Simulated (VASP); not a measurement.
# Pb (Im-3m) in VASP: a series of runs

Pb is run at these levels: r2SCAN; tasks: single point.

Everything below comes from runs of VASP 6.6.1. Logs are shortened: lines on timing, memory, paths and dates and some standing lists are left out, and cuts for length are marked.

## 1. The cell of the first run

Symmetry: Im-3m, No. 229, cubic system. The conventional cell has a = 3.959 Å, b = 3.959 Å, c = 3.959 Å, α = 90.00°, β = 90.00°, γ = 90.00°. Pb (site symmetry m-3m) has 14 Pb at 3.43 to 3.96 Å within 4.5 Å.

This isn't the form of Pb at room conditions, which is fcc.

## 2. Single point, r2SCAN

The input, POSCAR:

```
Pb
1.0
   -1.9796595667      1.9796595667      1.9796595667
    1.9796595667     -1.9796595667      1.9796595667
    1.9796595667      1.9796595667     -1.9796595667
Pb
1
Direct
    0.0000000000      0.0000000000      0.0000000000
```

The input, INCAR.step1:

```
  PREC = Accurate
  ENCUT = 520
  ISMEAR = -1
  SIGMA = 0.05
  LREAL = False
  LASPH = True
  NELM = 80
  NBANDS = 13
  GGA = PE
  ALGO = Normal
  EDIFF = 1E-4
  LWAVE = True
  LCHARG = False
```

The input, INCAR.step2:

```
  PREC = Accurate
  ENCUT = 520
  EDIFF = 1E-6
  ISMEAR = -1
  SIGMA = 0.05
  LREAL = False
  LASPH = True
  NELM = 80
  ALGO = Normal
  ISIF = 2
  LWAVE = False
  LCHARG = False
  METAGGA = R2SCAN
  LMIXTAU = True
  NBANDS = 13
  ISTART = 1
```

The input, KPOINTS:

```
Automatic mesh
0
Gamma
  9 9 9
```

Potentials or basis: VASP PAW PBE potentials, release 64 (Pb_d).

Started as:

```sh
$ cat potpaw_PBE.64/Pb_d/POTCAR > POTCAR
$ cp INCAR.step1 INCAR
$ mpirun -np 1 vasp_std > vasp.out
$ cp INCAR.step2 INCAR
$ mpirun -np 1 vasp_std > vasp.out
```

OUTCAR:

```text
PREC = Accurate
   ENCUT = 520
   EDIFF = 1E-6
   ISMEAR = -1
   LREAL = False
   LASPH = True
   NELM = 80
   ISIF = 2
   METAGGA = R2SCAN
   ISTART = 1

 ion  position               nearest neighbor table
   1  0.000  0.000  0.000-

  LATTYP: Found a body centered cubic cell.
 ALAT       =     3.9593191334

  Lattice vectors:

 A1 = (  -1.9796595667,   1.9796595667,   1.9796595667)
 A2 = (   1.9796595667,  -1.9796595667,   1.9796595667)
 A3 = (   1.9796595667,   1.9796595667,  -1.9796595667)

Analysis of symmetry for initial positions (statically):
=====================================================================
 Subroutine PRICEL returns:
 Original cell was already a primitive cell.

 Routine SETGRP: Setting up the symmetry group for a
 body centered cubic supercell.

 Subroutine GETGRP returns: Found 48 space group operations
 (whereof 48 operations were pure point group operations)
 out of a pool of 48 trial point group operations.

The static configuration has the point symmetry O_h .

Analysis of symmetry for dynamics (positions and initial velocities):
=====================================================================
 Subroutine PRICEL returns:
 Original cell was already a primitive cell.

 Routine SETGRP: Setting up the symmetry group for a
 body centered cubic supercell.

 Subroutine GETGRP returns: Found 48 space group operations
 (whereof 48 operations were pure point group operations)
 out of a pool of 48 trial point group operations.

The dynamic configuration has the point symmetry O_h .

 Subroutine INISYM returns: Found 48 space group operations
 (whereof 48 operations are pure point group operations),
 and found     1 'primitive' translations

----------------------------------------------------------------------------------------

                                     Primitive cell

  volume of cell :      31.0336

  direct lattice vectors                    reciprocal lattice vectors
    -1.979659567  1.979659567  1.979659567     0.000000000  0.252568678  0.252568678
     1.979659567 -1.979659567  1.979659567     0.252568678  0.000000000  0.252568678
     1.979659567  1.979659567 -1.979659567     0.252568678  0.252568678  0.000000000

  length of vectors
     3.428870951  3.428870951  3.428870951     0.357186050  0.357186050  0.357186050

  position of ions in fractional coordinates (direct lattice)
     0.000000000  0.000000000  0.000000000

  ion indices of the primitive-cell ions
   primitive index   ion index
                 1           1

----------------------------------------------------------------------------------------

 KPOINTS: Automatic mesh

Automatic generation of k-mesh.
 Grid dimensions read from file:
 generate k-points for:    9    9    9

 Generating k-lattice:

  Cartesian coordinates                     Fractional coordinates (reciprocal lattice)
     0.000000000  0.028063186  0.028063186     0.111111111  0.000000000  0.000000000
     0.028063186  0.000000000  0.028063186     0.000000000  0.111111111  0.000000000
     0.028063186  0.028063186  0.000000000     0.000000000  0.000000000  0.111111111

  Length of vectors
     0.039687339  0.039687339  0.039687339

  Shift w.r.t. Gamma in fractional coordinates (k-lattice)
     0.000000000  0.000000000  0.000000000

 Subroutine IBZKPT returns following result:
 ===========================================

 Found     35 irreducible k-points:

 Following reciprocal coordinates:
            Coordinates               Weight
  0.000000  0.000000  0.000000      1.000000
  0.111111  0.000000  0.000000     12.000000
  0.222222  0.000000  0.000000     12.000000
  0.333333  0.000000  0.000000     12.000000
  0.444444  0.000000  0.000000     12.000000
  0.111111  0.111111  0.000000     24.000000
[... 16 lines left out ...]
 -0.333333  0.444444  0.111111     48.000000
 -0.444444 -0.444444  0.111111     24.000000
 [... further k-points ...]
   k-points           NKPTS =     35   k-points in BZ     NKDIM =     35   number of bands    NBANDS=     13
   number of dos      NEDOS =    301   number of ions     NIONS =      1
   total plane-waves  NPLWV =  21952
   dimension x,y,z NGX =    28 NGY =   28 NGZ =   28
   dimension x,y,z NGXF=    56 NGYF=   56 NGZF=   56
   ions per type =               1
   NGX,Y,Z   is equivalent  to a cutoff of  13.58, 13.58, 13.58 a.u.
   NGXF,Y,Z  is equivalent  to a cutoff of  27.15, 27.15, 27.15 a.u.
 SYSTEM =  unknown system
   PREC   = accura    normal or accurate (medium, high low for compatibility)
   ISTART =      1    job   : 0-new  1-cont  2-samecut
   ICHARG =      0    charge: 1-file 2-atom 10-const
   ISPIN  =      1    spin polarized calculation?
   LNONCOLLINEAR =      F non collinear calculations
   LSORBIT =      F    spin-orbit coupling
   LASPH  =      T    aspherical Exc in radial PAW
   ENCUT  =  520.0 eV  38.22 Ry    6.18 a.u.   6.38  6.38  6.38*2*pi/ulx,y,z
   NELM   =     80;   NELMIN=  2; NELMDL=  0     # of ELM steps
   EDIFF  = 0.1E-05   stopping-criterion for ELM
   LREAL  =      F    real-space projection
   EDIFFG = 0.1E-04   stopping-criterion for IOM
   NSW    =      0    number of steps for IOM
   IBRION =     -1    ionic relax: 0-MD 1-quasi-New 2-CG
   NFREE  =      0    steps in history (QN), initial steepest desc. (CG)
   ISIF   =      2    stress and relaxation
   ISYM   =      2    0-nonsym 1-usesym 2-fastsym
   POTIM  = 0.5000    time-step for ionic-motion
   TEBEG  =    0.0;   TEEND  =   0.0 temperature during run
   PSTRESS=    0.0 pullay stress
   NELECT =      14.0000    total number of electrons
   NUPDOWN=      -1.0000    fix difference up-down
   EMIN   =  10.00;   EMAX   =-10.00  energy-range for DOS
   EFERMI =   0.00;   METHOD = LEGACY
   ISMEAR =    -1;   SIGMA  =   0.05  broadening in eV -4-tet -1-fermi 0-gaus
   EFERMI_NEDOS =   21; number of points for ismear=-14 and -15
   IALGO  =     38    algorithm
   IMIX   =      4    mixing-type and parameters
     AMIX     =   0.40;   BMIX     =  1.00
     AMIX_MAG =   1.60;   BMIX_MAG =  1.00
  volume/ion in A,a.u.               =      31.03       209.42
  Fermi-wavevector in a.u.,A,eV,Ry     =   1.255568  2.372680 21.448927  1.576452
  Thomas-Fermi vector in A             =   2.389319
   LORBIT       =      0    0 simple, 1 ext, 2 COOP (PROOUT), +10 PAW based schemes
   METAGGA = R2SCAN    functional components
   LHFCALC =     F    Hartree Fock is set to
   AEXX    =    0.0000 exact exchange contribution
   IVDW    =     0    specifies the selected vdW correction
   LEPSILON=     F    determine dielectric tensor
   LRPA    =     F    only Hartree local field effects (RPA)
 non-spin polarized calculation
  energy-cutoff  :      520.00
  volume of cell :       31.03
 maximum number of plane-waves:       887
 NGX is ok and might be reduce to    28
   NGX = 13   NGY = 13   NGZ = 13

 number of electron      14.0000002 magnetization

 Free energy of the ion-electron system (eV)
  ---------------------------------------------------
  ext. energy  EPLUGINS =         0.00000000
  ---------------------------------------------------
  free energy    TOTEN  =       -56.22402603 eV

  energy without entropy =      -56.21905700  energy(sigma->0) =      -56.22154151

 E-fermi :   7.0319     XC(G=0): -10.8026

 val. band max:        6.9122740577   @ k =   0.3333   0.2222   0.0000
 cond. band min:       7.1585586417   @ k =  -0.2222   0.3333   0.1111
 fundamental gap:      0.2462845840
 Fermi energy:         7.0319489999

 k-point     1 :       0.0000    0.0000    0.0000
  band No.  band energies     occupation
      1     -10.8136      2.00000
      2     -10.8136      2.00000
      3     -10.8136      2.00000
      4     -10.5716      2.00000
      5     -10.5716      2.00000
      6      -5.1743      2.00000
      7      14.6915      0.00000
      8      14.6915      0.00000
      9      14.6915      0.00000
     10      18.8111      0.00000
     11      18.8111      0.00000
     12      18.8111      0.00000
     13      19.4290      0.00000

 k-point     2 :       0.1111    0.0000    0.0000
  band No.  band energies     occupation
      1     -10.8234      2.00000
      2     -10.8015      2.00000
      3     -10.7697      2.00000
      4     -10.5823      2.00000
      5     -10.5727      2.00000
      6      -4.9165      2.00000
      7      12.4667      0.00000
      8      13.8899      0.00000
      9      14.3819      0.00000
     10      17.4609      0.00000
     11      18.1184      0.00000
     12      18.6299      0.00000
     13      20.5287      0.00000

 k-point     3 :       0.2222    0.0000    0.0000
  band No.  band energies     occupation
      1     -10.8483      2.00000
      2     -10.7824      2.00000
      3     -10.6568      2.00000
      4     -10.6017      2.00000
      5     -10.5755      2.00000
      6      -4.1465      2.00000
      7       8.9466      0.00000
      8      12.4317      0.00000
      9      13.6145      0.00000
     10      16.1805      0.00000
     11      17.2387      0.00000
     12      19.0088      0.00000
     13      21.1539      0.00000
[... 305 lines left out ...]
 k-point    23 :      -0.3333    0.4444    0.1111
  band No.  band energies     occupation
      1     -10.8038      2.00000
      2     -10.7444      2.00000
      3     -10.6423      2.00000
      4     -10.6093      2.00000
      5     -10.4861      2.00000
      6      -1.5930      2.00000
      7       4.8997      2.00000
      8       8.0673      0.00000
      9      11.7907      0.00000
     10      15.9923      0.00000
     11      17.0664      0.00000
     12      20.3450      0.00000
     13      20.5882      0.00000

 k-point    24 :      -0.4444   -0.4444    0.1111
  band No.  band energies     occupation
      1     -10.8099      2.00000
      2     -10.7533      2.00000
      3     -10.6540      2.00000
      4     -10.5907      2.00000
      5     -10.4495      2.00000
      6      -0.7478      2.00000
      7       3.6527      2.00000
      8       7.6708      0.00001
      9      11.6833      0.00000
     10      16.2696      0.00000
     11      17.7612      0.00000
     12      18.6185      0.00000
     13      20.4015      0.00000

 [... further k-points ...]
[... 5 lines left out ...]
  --------------------------------------------------------------------------------------
  -------------------------------------------------------------------------------------
  Total       -0.0809035     -0.0809035     -0.0809035     -0.0000000     -0.0000000      0.0000000
  in kB       -4.1768272     -4.1768272     -4.1768272     -0.0000000     -0.0000000      0.0000000
  external PRESSURE =      -4.1768272 kB  Pullay stress =       0.0000000 kB

 VOLUME and BASIS-vectors are now :
 -----------------------------------------------------------------------------
  energy-cutoff  :      520.00
  volume of cell :       31.03
      direct lattice vectors                 reciprocal lattice vectors
    -1.979659567  1.979659567  1.979659567     0.000000000  0.252568678  0.252568678
     1.979659567 -1.979659567  1.979659567     0.252568678  0.000000000  0.252568678
     1.979659567  1.979659567 -1.979659567     0.252568678  0.252568678  0.000000000

 POSITION                                       TOTAL-FORCE (eV/Angst)
 -----------------------------------------------------------------------------------
      0.00000      0.00000      0.00000        -0.000000      0.000000      0.000000
 -----------------------------------------------------------------------------------
    total drift:                                0.000000      0.000000      0.000000

  FREE ENERGIE OF THE ION-ELECTRON SYSTEM (eV)
  ---------------------------------------------------
  free  energy   TOTEN  =       -56.2240260328 eV

  energy  without entropy=      -56.2190569956  energy(sigma->0) =      -56.22154151
```

It took 94 s on 1 thread of AMD EPYC 7R13, shared host; peak memory 0.14 GiB.

What came out:

| Property | Result |
| --- | --- |
| Free energy | -56.2240 eV |
| Pressure | -0.4 GPa |
| Band gap on the k mesh | zero (bands 7 and 8 overlap by 9.81 eV) |

Caveat: the PAW data sets were made with another functional, which shifts forces and pressure a little; spin-orbit coupling is left out, which moves the levels of the heavy elements.

(Part 1 of 2 ends here.)
